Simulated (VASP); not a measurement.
# Ti5WC6 (P4/mmm) in VASP: further runs

Ti5WC6 is run at these levels: PBE; tasks: single point.

Everything below comes from runs of VASP 6.6.1. Logs are shortened: lines on timing, memory, paths and dates and some standing lists are left out, and cuts for length are marked.

## Step 1: The cell of the first run

It takes space group P4/mmm (No. 123, tetragonal). Conventional cell: a = 3.069 Å, b = 3.069 Å, c = 12.988 Å, α = 90.00°, β = 90.00°, γ = 90.00°. Within 2.8 Å of Ti (site symmetry 4mm) lie 6 C at 2.12 to 2.20 Å. Within 2.8 Å of Ti (site symmetry 4mm) lie 6 C at 2.15 to 2.19 Å. Ti (site symmetry 4/mmm) has 6 C at 2.17 Å within 2.9 Å. W (site symmetry 4/mmm) has 6 C at 2.15 to 2.17 Å within 2.9 Å. Within 2.8 Å of C (site symmetry 4mm) lie 6 Ti at 2.12 to 2.17 Å. Within 2.8 Å of C (site symmetry 4/mmm) lie 6 Ti at 2.15 to 2.17 Å. C (site symmetry 4mm) has 1 W at 2.15 Å and 5 Ti at 2.17 to 2.19 Å within 2.9 Å. C (site symmetry 4/mmm) has 4 W at 2.17 Å and 2 Ti at 2.20 Å within 2.9 Å.

## Step 2: Single point, PBE

Input file INCAR:

```
PREC = Accurate
ENCUT = 520
EDIFF = 1E-7
ISMEAR = 0
SIGMA = 0.1
LREAL = False
LASPH = True
NELM = 80
ALGO = Normal
ISIF = 2
LWAVE = False
LCHARG = True
GGA = PE
LELF = True
LVHAR = True
NBANDS = 61
```

Input file KPOINTS:

```
Automatic mesh
0
Gamma
  12 12 4
```

Input file POSCAR:

```
Ti5WC6
1.0
    3.0690641000      0.0000000000      0.0000000000
    0.0000000000      3.0690641000      0.0000000000
    0.0000000000      0.0000000000     12.9884296000
Ti W C
5 1 6
Direct
    0.0000000000      0.0000000000      0.8303970000
    0.5000000000      0.5000000000      0.6656260000
    0.0000000000      0.0000000000      0.5000000000
    0.5000000000      0.5000000000      0.3343740000
    0.0000000000      0.0000000000      0.1696030000
    0.5000000000      0.5000000000      0.0000000000
    0.0000000000      0.0000000000      0.6668030000
    0.5000000000      0.5000000000      0.5000000000
    0.0000000000      0.0000000000      0.3331970000
    0.5000000000      0.5000000000      0.1659060000
    0.0000000000      0.0000000000      0.0000000000
    0.5000000000      0.5000000000      0.8340940000
```

Potentials or basis: VASP PAW PBE potentials, release 64 (Ti_sv, W_sv, C).

Command:

```bash
> cat potpaw_PBE.64/Ti_sv/POTCAR potpaw_PBE.64/W_sv/POTCAR potpaw_PBE.64/C/POTCAR > POTCAR
> mpirun -np 1 vasp_std > vasp.out
```

OUTCAR:

```text
PREC = Accurate
   ENCUT = 520
   EDIFF = 1E-7
   ISMEAR = 0
   LREAL = False
   LASPH = True
   NELM = 80
   ISIF = 2
   GGA = PE

 ion  position               nearest neighbor table
   1  0.000  0.000  0.830-   7 2.12  12 2.17  12 2.17  12 2.17  12 2.17  11 2.20   6 3.09   6 3.09
                             6 3.09   6 3.09
   2  0.500  0.500  0.666-   8 2.15   7 2.17   7 2.17   7 2.17   7 2.17  12 2.19
   3  0.000  0.000  0.500-   7 2.17   9 2.17   8 2.17   8 2.17   8 2.17   8 2.17
   4  0.500  0.500  0.334-   8 2.15   9 2.17   9 2.17   9 2.17   9 2.17  10 2.19
   5  0.000  0.000  0.170-   9 2.12  10 2.17  10 2.17  10 2.17  10 2.17  11 2.20   6 3.09   6 3.09
                             6 3.09   6 3.09
   6  0.500  0.500  0.000-  10 2.15  12 2.15  11 2.17  11 2.17  11 2.17  11 2.17   5 3.09   5 3.09
                             1 3.09   5 3.09   1 3.09   1 3.09   5 3.09   1 3.09
   7  0.000  0.000  0.667-   1 2.12   3 2.17   2 2.17   2 2.17   2 2.17   2 2.17
   8  0.500  0.500  0.500-   2 2.15   4 2.15   3 2.17   3 2.17   3 2.17   3 2.17
   9  0.000  0.000  0.333-   5 2.12   3 2.17   4 2.17   4 2.17   4 2.17   4 2.17
  10  0.500  0.500  0.166-   6 2.15   5 2.17   5 2.17   5 2.17   5 2.17   4 2.19
  11  0.000  0.000  0.000-   6 2.17   6 2.17   6 2.17   6 2.17   1 2.20   5 2.20
  12  0.500  0.500  0.834-   6 2.15   1 2.17   1 2.17   1 2.17   1 2.17   2 2.19

  LATTYP: Found a simple tetragonal cell.
 ALAT       =     3.0690641000
 C/A-ratio  =     4.2320489820

  Lattice vectors:

 A1 = (   3.0690641000,   0.0000000000,   0.0000000000)
 A2 = (   0.0000000000,   3.0690641000,   0.0000000000)
 A3 = (   0.0000000000,   0.0000000000,  12.9884296000)

Analysis of symmetry for initial positions (statically):
=====================================================================
 Subroutine PRICEL returns:
 Original cell was already a primitive cell.

 Routine SETGRP: Setting up the symmetry group for a
 simple tetragonal supercell.

 Subroutine GETGRP returns: Found 16 space group operations
 (whereof 16 operations were pure point group operations)
 out of a pool of 16 trial point group operations.

The static configuration has the point symmetry D_4h.

Analysis of symmetry for dynamics (positions and initial velocities):
=====================================================================
 Subroutine PRICEL returns:
 Original cell was already a primitive cell.

 Routine SETGRP: Setting up the symmetry group for a
 simple tetragonal supercell.

 Subroutine GETGRP returns: Found 16 space group operations
 (whereof 16 operations were pure point group operations)
 out of a pool of 16 trial point group operations.

The dynamic configuration has the point symmetry D_4h.

 Subroutine INISYM returns: Found 16 space group operations
 (whereof 16 operations are pure point group operations),
 and found     1 'primitive' translations

----------------------------------------------------------------------------------------

                                     Primitive cell

  volume of cell :     122.3400

  direct lattice vectors                    reciprocal lattice vectors
     3.069064100  0.000000000  0.000000000     0.325832230  0.000000000  0.000000000
     0.000000000  3.069064100  0.000000000     0.000000000  0.325832230  0.000000000
     0.000000000  0.000000000 12.988429600     0.000000000  0.000000000  0.076991602

  length of vectors
     3.069064100  3.069064100 12.988429600     0.325832230  0.325832230  0.076991602

  position of ions in fractional coordinates (direct lattice)
     0.000000000  0.000000000  0.830397000
     0.500000000  0.500000000  0.665626000
     0.000000000  0.000000000  0.500000000
     0.500000000  0.500000000  0.334374000
     0.000000000  0.000000000  0.169603000
     0.500000000  0.500000000  0.000000000
     0.000000000  0.000000000  0.666803000
     0.500000000  0.500000000  0.500000000
     0.000000000  0.000000000  0.333197000
     0.500000000  0.500000000  0.165906000
     0.000000000  0.000000000  0.000000000
     0.500000000  0.500000000  0.834094000

  ion indices of the primitive-cell ions
   primitive index   ion index
                 1           1
                 2           2
                 3           3
                 4           4
                 5           5
                 6           6
                 7           7
                 8           8
                 9           9
                10          10
                11          11
                12          12

----------------------------------------------------------------------------------------

 KPOINTS: Automatic mesh

Automatic generation of k-mesh.
 Grid dimensions read from file:
 generate k-points for:   12   12    4

 Generating k-lattice:

  Cartesian coordinates                     Fractional coordinates (reciprocal lattice)
     0.027152686  0.000000000  0.000000000     0.083333333  0.000000000  0.000000000
     0.000000000  0.027152686  0.000000000     0.000000000  0.083333333  0.000000000
     0.000000000  0.000000000  0.019247900     0.000000000  0.000000000  0.250000000

  Length of vectors
     0.027152686  0.027152686  0.019247900

  Shift w.r.t. Gamma in fractional coordinates (k-lattice)
     0.000000000  0.000000000  0.000000000

 Subroutine IBZKPT returns following result:
 ===========================================

 Found     84 irreducible k-points:

 Following reciprocal coordinates:
            Coordinates               Weight
  0.000000  0.000000  0.000000      1.000000
  0.083333  0.000000  0.000000      4.000000
  0.166667  0.000000  0.000000      4.000000
  0.250000  0.000000  0.000000      4.000000
  0.333333  0.000000  0.000000      4.000000
  0.416667  0.000000  0.000000      4.000000
[... 16 lines left out ...]
  0.333333  0.333333  0.000000      4.000000
  0.416667  0.333333  0.000000      8.000000
 [... further k-points ...]
   k-points           NKPTS =     84   k-points in BZ     NKDIM =     84   number of bands    NBANDS=     61
   number of dos      NEDOS =    301   number of ions     NIONS =     12
   total plane-waves  NPLWV =  56448
   dimension x,y,z NGX =    24 NGY =   24 NGZ =   98
   dimension x,y,z NGXF=    48 NGYF=   48 NGZF=  196
   ions per type =               5   1   6
   NGX,Y,Z   is equivalent  to a cutoff of  13.00, 13.00, 12.54 a.u.
   NGXF,Y,Z  is equivalent  to a cutoff of  26.00, 26.00, 25.09 a.u.
 SYSTEM =  unknown system
   PREC   = accura    normal or accurate (medium, high low for compatibility)
   ISTART =      0    job   : 0-new  1-cont  2-samecut
   ICHARG =      2    charge: 1-file 2-atom 10-const
   ISPIN  =      1    spin polarized calculation?
   LNONCOLLINEAR =      F non collinear calculations
   LSORBIT =      F    spin-orbit coupling
   LASPH  =      T    aspherical Exc in radial PAW
   ENCUT  =  520.0 eV  38.22 Ry    6.18 a.u.   5.71  5.71 24.15*2*pi/ulx,y,z
   NELM   =     80;   NELMIN=  2; NELMDL= -5     # of ELM steps
   EDIFF  = 0.1E-06   stopping-criterion for ELM
   LREAL  =      F    real-space projection
   EDIFFG = 0.1E-05   stopping-criterion for IOM
   NSW    =      0    number of steps for IOM
   IBRION =     -1    ionic relax: 0-MD 1-quasi-New 2-CG
   NFREE  =      0    steps in history (QN), initial steepest desc. (CG)
   ISIF   =      2    stress and relaxation
   ISYM   =      2    0-nonsym 1-usesym 2-fastsym
   POTIM  = 0.5000    time-step for ionic-motion
   TEBEG  =    0.0;   TEEND  =   0.0 temperature during run
   PSTRESS=    0.0 pullay stress
   NELECT =      98.0000    total number of electrons
   NUPDOWN=      -1.0000    fix difference up-down
   EMIN   =  10.00;   EMAX   =-10.00  energy-range for DOS
   EFERMI =   0.00;   METHOD = LEGACY
   ISMEAR =     0;   SIGMA  =   0.10  broadening in eV -4-tet -1-fermi 0-gaus
   EFERMI_NEDOS =   21; number of points for ismear=-14 and -15
   IALGO  =     38    algorithm
   IMIX   =      4    mixing-type and parameters
     AMIX     =   0.40;   BMIX     =  1.00
     AMIX_MAG =   1.60;   BMIX_MAG =  1.00
  volume/ion in A,a.u.               =      10.20        68.80
  Fermi-wavevector in a.u.,A,eV,Ry     =   1.520410  2.873158 31.451854  2.311646
  Thomas-Fermi vector in A             =   2.629264
   LORBIT       =      0    0 simple, 1 ext, 2 COOP (PROOUT), +10 PAW based schemes
   GGA     = PE    functional components
   LHFCALC =     F    Hartree Fock is set to
   AEXX    =    0.0000 exact exchange contribution
   IVDW    =     0    specifies the selected vdW correction
   LEPSILON=     F    determine dielectric tensor
   LRPA    =     F    only Hartree local field effects (RPA)
 non-spin polarized calculation
 Gauss-broadening in eV      SIGMA  =   0.10
  energy-cutoff  :      520.00
  volume of cell :      122.34
 maximum number of plane-waves:      3332
 NGX is ok and might be reduce to    24
   NGX = 11   NGY = 11   NGZ = 49

 number of electron      98.0000027 magnetization

 Free energy of the ion-electron system (eV)
  ---------------------------------------------------
  ext. energy  EPLUGINS =         0.00000000
  ---------------------------------------------------
  free energy    TOTEN  =      -115.80946053 eV

  energy without entropy =     -115.79263482  energy(sigma->0) =     -115.80104767

 E-fermi :  10.1645     XC(G=0): -12.8880

 val. band max:       10.1636500270   @ k =   0.2500   0.0833   0.2500
 cond. band min:      10.1673280292   @ k =   0.0833   0.0000   0.2500
 fundamental gap:      0.0036780022
 Fermi energy:        10.1644968454

 k-point     1 :       0.0000    0.0000    0.0000
  band No.  band energies     occupation
      1     -65.1181      2.00000
      2     -46.8658      2.00000
      3     -46.8657      2.00000
      4     -46.5931      2.00000
      5     -46.5777      2.00000
      6     -46.4988      2.00000
[... 1525 lines left out ...]
     60      13.1127      0.00000
     61      13.2870      0.00000

 [... further k-points ...]

------------------------ aborting loop because EDIFF is reached ----------------------------------------

  FORCE on cell =-STRESS in cart. coord.  units (eV):
  Direction    XX          YY          ZZ          XY          YZ          ZX
  --------------------------------------------------------------------------------------
  -------------------------------------------------------------------------------------
  Total        0.2559995      0.2559995      0.2536884      0.0000000      0.0000000      0.0000000
  in kB        3.3525960      3.3525960      3.3223291      0.0000000      0.0000000      0.0000000
  external PRESSURE =       3.3425070 kB  Pullay stress =       0.0000000 kB

 VOLUME and BASIS-vectors are now :
 -----------------------------------------------------------------------------
  energy-cutoff  :      520.00
  volume of cell :      122.34
      direct lattice vectors                 reciprocal lattice vectors
     3.069064100  0.000000000  0.000000000     0.325832230  0.000000000  0.000000000
     0.000000000  3.069064100  0.000000000     0.000000000  0.325832230  0.000000000
     0.000000000  0.000000000 12.988429600     0.000000000  0.000000000  0.076991602

 POSITION                                       TOTAL-FORCE (eV/Angst)
 -----------------------------------------------------------------------------------
      0.00000      0.00000     10.78555        -0.000000     -0.000000     -0.010821
      1.53453      1.53453      8.64544        -0.000000     -0.000000      0.000576
      0.00000      0.00000      6.49421        -0.000000     -0.000000      0.000000
      1.53453      1.53453      4.34299        -0.000000      0.000000     -0.000576
      0.00000      0.00000      2.20288        -0.000000     -0.000000      0.010821
      1.53453      1.53453      0.00000        -0.000000     -0.000000      0.000000
      0.00000      0.00000      8.66072        -0.000000     -0.000000      0.001111
      1.53453      1.53453      6.49421        -0.000000     -0.000000      0.000000
      0.00000      0.00000      4.32771        -0.000000     -0.000000     -0.001111
      1.53453      1.53453      2.15486         0.000000      0.000000      0.011572
      0.00000      0.00000      0.00000        -0.000000     -0.000000      0.000000
      1.53453      1.53453     10.83357        -0.000000     -0.000000     -0.011572
 -----------------------------------------------------------------------------------
    total drift:                                0.000000     -0.000000      0.000000

  FREE ENERGIE OF THE ION-ELECTRON SYSTEM (eV)
  ---------------------------------------------------
  free  energy   TOTEN  =      -115.8094605263 eV

  energy  without entropy=     -115.7926348178  energy(sigma->0) =     -115.80104767
```

Run time: 8 min. Hardware: 1 thread of Intel Xeon 6975P-C (Granite Rapids), shared host; peak memory 0.57 GiB.

What came out:

- Free energy: -115.8095 eV
- Pressure: 0.3 GPa
- Largest force: 0.012 eV/Å
- Band gap on the k mesh: zero (bands 49 and 50 overlap by 1.47 eV)

Forces on the atoms (eV/Å):
```
Ti   0.000  0.000 -0.011
Ti   0.000  0.000  0.001
Ti   0.000  0.000  0.000
Ti   0.000  0.000 -0.001
Ti   0.000  0.000  0.011
W    0.000  0.000  0.000
C    0.000  0.000  0.001
C    0.000  0.000  0.000
C    0.000  0.000 -0.001
C    0.000  0.000  0.012
C    0.000  0.000  0.000
C    0.000  0.000 -0.012
```

Caveat: spin-orbit coupling is left out, which moves the levels of the heavy elements.

## Step 3: Single point, PBE, collinear spin

Input file INCAR:

```
SYSTEM = Ti5WC6
PREC = Accurate
ENCUT = 520
EDIFF = 1E-6
ISMEAR = 0
SIGMA = 0.1
LREAL = .FALSE.
LASPH = .TRUE.
NELM = 150
ALGO = Normal
ISIF = 2
LWAVE = .FALSE.
LCHARG = .TRUE.
ISPIN = 2
MAGMOM = 1 1 1 1 1 0 0 0 0 0 0 0
LORBIT = 11
LMAXMIX = 4
GGA = PE
LELF = .TRUE.
LVHAR = .TRUE.
NBANDS = 65
```

Input file KPOINTS:

```
Automatic mesh
0
G
  6 6 2
  0 0 0
```

POSCAR is that of step 2.

Potentials or basis: VASP PAW PBE potentials, release 64 (Ti_sv, W_sv, C).

Command:

```bash
> cat potpaw_PBE.64/Ti_sv/POTCAR potpaw_PBE.64/W_sv/POTCAR potpaw_PBE.64/C/POTCAR > POTCAR
> mpirun -np 1 vasp_std > vasp.out
```

Run time: 7.6 min. Hardware: 1 thread of Intel Xeon Platinum 8259CL at 2.50GHz (Skylake/Cascade Lake), shared host; peak memory 0.41 GiB.

Results (log left out):

| Quantity | Value |
| --- | --- |
| Free energy | -115.7486 eV |
| Pressure | 0.5 GPa |
| Largest force | 0.183 eV/Å |
| Band gap on the k mesh | zero (filled and empty bands overlap) |
| Net moment | 0.00 μB per cell |
| Valence electrons inside the program's atomic spheres | Ti 10.41, 10.39 (each value once); W 12.04; C 2.41, 2.40, 2.42, 2.44 (each value once) |

Forces in eV/Å, atoms in the order of the input:
```
Ti   0.000  0.000  0.099
Ti   0.000  0.000  0.085
Ti   0.000  0.000  0.000
Ti   0.000  0.000 -0.085
Ti   0.000  0.000 -0.099
W    0.000  0.000  0.000
C    0.000  0.000 -0.108
C    0.000  0.000  0.000
C    0.000  0.000  0.108
C    0.000  0.000  0.183
C    0.000  0.000  0.000
C    0.000  0.000 -0.183
```

Stress tensor (GPa, compression positive):
```
0.24 0.00 0.00
0.00 0.24 0.00
0.00 0.00 0.89
```

Levels at points of the mesh, in eV from the Fermi level:
Spin up:
| k point | band 46 | band 47 | band 48 | band 49 | band 50 | band 51 | band 52 | band 53 |
| --- | --- | --- | --- | --- | --- | --- | --- | --- |
| (0.00, 0.00, 0.00) | -0.56 | -0.56 | -0.34 | -0.34 | -0.34 | 0.04 | 0.23 | 0.23 |
| (0.50, 0.00, 0.00) | -2.92 | -2.84 | -2.81 | 0.82 | 1.63 | 1.65 | 2.12 | 2.17 |
| (0.50, 0.50, 0.00) | -2.14 | -0.80 | -0.80 | -0.62 | -0.53 | 1.17 | 1.17 | 1.24 |
| (0.00, 0.00, 0.50) | -0.60 | -0.36 | -0.36 | -0.35 | -0.35 | -0.19 | -0.10 | -0.10 |
| (0.50, 0.00, 0.50) | -2.91 | -2.85 | -2.83 | 0.85 | 1.64 | 1.75 | 1.93 | 2.11 |
| (0.50, 0.50, 0.50) | -1.54 | -1.48 | -1.25 | -0.34 | -0.34 | 0.27 | 0.27 | 2.14 |
Spin down:
```csv
k point,band 47,band 48,band 49,band 50,band 51,band 52
"(0.00, 0.00, 0.00)",-0.56,-0.34,-0.34,-0.34,0.04,0.23
"(0.50, 0.00, 0.00)",-2.84,-2.81,0.82,1.63,1.65,2.12
"(0.50, 0.50, 0.00)",-0.80,-0.80,-0.62,-0.53,1.17,1.17
"(0.00, 0.00, 0.50)",-0.36,-0.36,-0.35,-0.35,-0.19,-0.10
"(0.50, 0.00, 0.50)",-2.85,-2.83,0.85,1.64,1.75,1.93
"(0.50, 0.50, 0.50)",-1.48,-1.25,-0.34,-0.34,0.27,0.27
```

Caveat: spin-orbit coupling is left out, which moves the levels of the heavy elements.
